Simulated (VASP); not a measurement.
# Ir (Pm-3m) in VASP: a series of runs, part 2 of 2

VASP 6.6.1. The steps go on from the part before.

**3. Relaxation of cell and atoms, PBE**

This run uses another cell than the first one, of 15.44 Å³/atom, 0.907 times its volume.

Input file INCAR:

```
SYSTEM = Ir
ALGO = Normal
EDIFF = 1E-6
EDIFFG = -0.03
ENCUT = 600
GGA = PE
IBRION = 2
ISIF = 3
ISMEAR = -1
LASPH = .TRUE.
LCHARG = .FALSE.
LREAL = .FALSE.
LWAVE = .FALSE.
NELM = 80
NSW = 80
PREC = Accurate
SIGMA = 0.1
```

Input file KPOINTS:

```
k-points
0
G
  16 16 16
  0 0 0
```

Input file POSCAR:

```
Ir
1.0
    2.4900000000      0.0000000000      0.0000000000
    0.0000000000      2.4900000000      0.0000000000
    0.0000000000      0.0000000000      2.4900000000
Ir
1
Direct
    0.0000000000      0.0000000000      0.0000000000
```

Potentials or basis: VASP PAW PBE potentials, release 64 (Ir).

On the command line:

```console
$ cat potpaw_PBE.64/Ir/POTCAR > POTCAR
$ mpirun -np 1 vasp_std > vasp.out
```

OUTCAR:

```text
SYSTEM = Ir
   EDIFF = 1E-6
   EDIFFG = -0.03
   ENCUT = 600
   GGA = PE
   IBRION = 2
   ISIF = 3
   ISMEAR = -1
   LASPH = .TRUE.
   LREAL = .FALSE.
   NELM = 80
   NSW = 80
   PREC = Accurate

 ion  position               nearest neighbor table
   1  0.000  0.000  0.000-

  LATTYP: Found a simple cubic cell.
 ALAT       =     2.4900000000

  Lattice vectors:

 A1 = (   2.4900000000,   0.0000000000,   0.0000000000)
 A2 = (   0.0000000000,   2.4900000000,   0.0000000000)
 A3 = (   0.0000000000,   0.0000000000,   2.4900000000)

Analysis of symmetry for initial positions (statically):
=====================================================================
 Subroutine PRICEL returns:
 Original cell was already a primitive cell.

 Routine SETGRP: Setting up the symmetry group for a
 simple cubic supercell.

[... 207 lines left out ...]
 Fermi energy:         3.7226694188

 k-point     1 :       0.0000    0.0000    0.0000
  band No.  band energies     occupation
      1      -2.9516      2.00000
      2      -0.0843      2.00000
      3      -0.0843      2.00000
      4       4.4375      0.00157
      5       4.4375      0.00157
      6       4.4375      0.00157
      7      17.3536      0.00000
      8      17.3536      0.00000
[... 357 lines left out ...]
--------------------------------------- Ionic step        5  -------------------------------------------

 number of electron       8.9999999 magnetization

 Free energy of the ion-electron system (eV)
  ---------------------------------------------------
  ext. energy  EPLUGINS =         0.00000000
  ---------------------------------------------------
  free energy    TOTEN  =        -7.88316694 eV

  energy without entropy =       -7.82948468  energy(sigma->0) =       -7.85632581

 E-fermi :   7.3854     XC(G=0): -12.7348

 val. band max:        7.3803234876   @ k =   0.3750   0.2500   0.0625
 cond. band min:       7.4095197270   @ k =   0.5000   0.5000   0.3125
 fundamental gap:      0.0291962394
 Fermi energy:         7.3854316141

 k-point     1 :       0.0000    0.0000    0.0000
  band No.  band energies     occupation
      1      -1.6700      2.00000
      2       1.4920      2.00000
      3       1.4920      2.00000
      4       8.6694      0.00001
      5       8.6694      0.00001
      6       8.6694      0.00001
      7      22.9623      0.00000
      8      22.9623      0.00000
[... 281 lines left out ...]
  FREE ENERGIE OF THE ION-ELECTRON SYSTEM (eV)
  ---------------------------------------------------
  free  energy   TOTEN  =        -7.8831669448 eV

  energy  without entropy=       -7.8294846793  energy(sigma->0) =       -7.85632581

 reached required accuracy - stopping structural energy minimisation
```

OSZICAR:

```text
N       E                     dE             d eps       ncg     rms          rms(c)
DAV:   1     0.494807675819E+02    0.49481E+02   -0.48965E+03  2648   0.114E+03
DAV:   2    -0.732612945616E+01   -0.56807E+02   -0.55521E+02  2672   0.216E+02
DAV:   3    -0.810512687895E+01   -0.77900E+00   -0.77682E+00  3832   0.344E+01
DAV:   4    -0.811056717913E+01   -0.54403E-02   -0.54395E-02  3352   0.209E+00
[... 40 lines left out ...]
DAV:   1    -0.788342532561E+01   -0.31141E-03   -0.89405E-03  2768   0.155E+00    0.120E-01
DAV:   2    -0.788318127828E+01    0.24405E-03   -0.73506E-04  2904   0.362E-01    0.377E-02
DAV:   3    -0.788316553757E+01    0.15741E-04   -0.84465E-05  3376   0.110E-01    0.166E-02
DAV:   4    -0.788316694186E+01   -0.14043E-05   -0.27288E-06  2968   0.172E-02    0.970E-04
DAV:   5    -0.788316694480E+01   -0.29399E-08   -0.55945E-08  1328   0.285E-03
   5 F= -.78831669E+01 E0= -.78563258E+01  d E =-.138085E+00
```

It took 33 s on 1 thread of Intel Xeon Platinum 8488C (Sapphire Rapids), shared host; peak memory 0.15 GiB.

What came out:

* Free energy: -7.8832 eV
* Relaxed volume: 17.03 Å³/atom
* Relaxed cell: a = 2.573 Å, b = 2.573 Å, c = 2.573 Å, α = 90.00°, β = 90.00°, γ = 90.00°
* Space group after relaxing (to 0.05 Å): Pm-3m (No. 221)
* Energy gained by relaxing: 138.1 meV/atom
* Ionic steps: 5
* Pressure after relaxing: 0.0 GPa

Step by step:
| step | energy change (eV) | largest force (eV/Å) | pressure (GPa) | volume (Å³) |
| --- | --- | --- | --- | --- |
| 1 | 0.0000 | 0.0000 | 30.66 | 15.44 |
| 2 | 0.7278 | 0.0000 | -33.59 | 23.02 |
| 3 | -0.1359 | 0.0000 | -3.08 | 17.25 |
| 4 | -0.1380 | 0.0000 | -0.50 | 17.06 |
| 5 | -0.1381 | 0.0000 | 0.03 | 17.03 |

Final structure:
```
Ir
1.0
     2.57268    0.00000    0.00000
     0.00000    2.57268    0.00000
     0.00000    0.00000    2.57268
Ir
1
Cartesian
  0.0000 0.0000 0.0000
```

Caveat: spin-orbit coupling is left out, which moves the levels of the heavy elements.

**4. Relaxation of cell and atoms, PBE**

Input file INCAR:

```
SYSTEM = Ir
  PREC = Accurate
  ENCUT = 600
  EDIFF = 1E-6
  ISMEAR = -1
  SIGMA = 0.1
  LREAL = .FALSE.
  LASPH = .TRUE.
  NELM = 60
  ALGO = Normal
  ISIF = 3
  LWAVE = .FALSE.
  LCHARG = .FALSE.
  GGA = PE
  IBRION = 2
  NSW = 80
  EDIFFG = -0.03
```

Input file KPOINTS:

```
regular mesh
0
G
  16 16 16
  0 0 0
```

Input file POSCAR:

```
Ir
1.0
    2.5718968224      0.0000000000      0.0000000000
    0.0000000000      2.5718968224      0.0000000000
    0.0000000000      0.0000000000      2.5718968224
Ir
1
Direct
    0.0000000000      0.0000000000      0.0000000000
```

On the command line:

```console
$ cat potpaw_PBE.64/Ir/POTCAR > POTCAR
$ mpirun -np 1 vasp_std > vasp.out
```

Wall time 9.9 s (1 thread of Intel Xeon Platinum 8488C (Sapphire Rapids), shared host); peak memory 0.16 GiB.

It converged, with:

```yaml
Free_energy: -7.8832 eV
Pressure_after_relaxing: 0.3 GPa
```

Final structure:
```cif
data_structure
_symmetry_space_group_name_H-M 'P 1'
_symmetry_Int_Tables_number 1
_cell_length_a 2.5719
_cell_length_b 2.5719
_cell_length_c 2.5719
_cell_angle_alpha 90.000
_cell_angle_beta 90.000
_cell_angle_gamma 90.000
_cell_volume 17.01
loop_
_atom_site_label
_atom_site_type_symbol
_atom_site_fract_x
_atom_site_fract_y
_atom_site_fract_z
_atom_site_occupancy
Ir1 Ir 0.00000 0.00000 0.00000 1
```

Levels at points of the mesh, in eV from the Fermi level:
```csv
k point,band 2,band 3,band 4,band 5,band 6,band 7
"(0.00, 0.00, 0.00)",-5.90,-5.90,1.29,1.29,1.29,15.58
"(0.50, 0.00, 0.00)",-5.19,-1.43,-1.43,-0.87,1.56,5.86
"(0.50, 0.50, 0.00)",-4.66,-0.92,-0.92,3.32,4.53,4.53
"(0.50, 0.50, 0.50)",-5.10,-5.10,3.51,3.51,9.33,10.73
```

Caveat: the relaxation stopped at its first step, so nothing moved; spin-orbit coupling is left out, which moves the levels of the heavy elements.

**5. Summary**

| task | cell | cutoff (eV) | gap on the mesh (eV) | pressure (GPa) |
| --- | --- | --- | --- | --- |
| single point | a = 2.572 Å, 1 atom | 520 | none | 0.2 |
| relaxation of cell and atoms | relaxed from a = 2.490 Å, 1 atom | 600 | none | 0.0 |
| relaxation of cell and atoms | relaxed from a = 2.572 Å, 1 atom | 600 | none | 0.3 |

Alike in all rows: level PBE; potentials or basis VASP PAW PBE potentials, release 64 (Ir); no spin polarisation; k mesh 16 × 16 × 16; smearing fermi-dirac 0.1 eV.

Caveats: spin-orbit coupling is left out, which moves the levels of the heavy elements; the relaxation stopped at its first step, so nothing moved (some runs).

Total energies depend on the potentials used, so only differences within one code and one set of settings carry meaning.
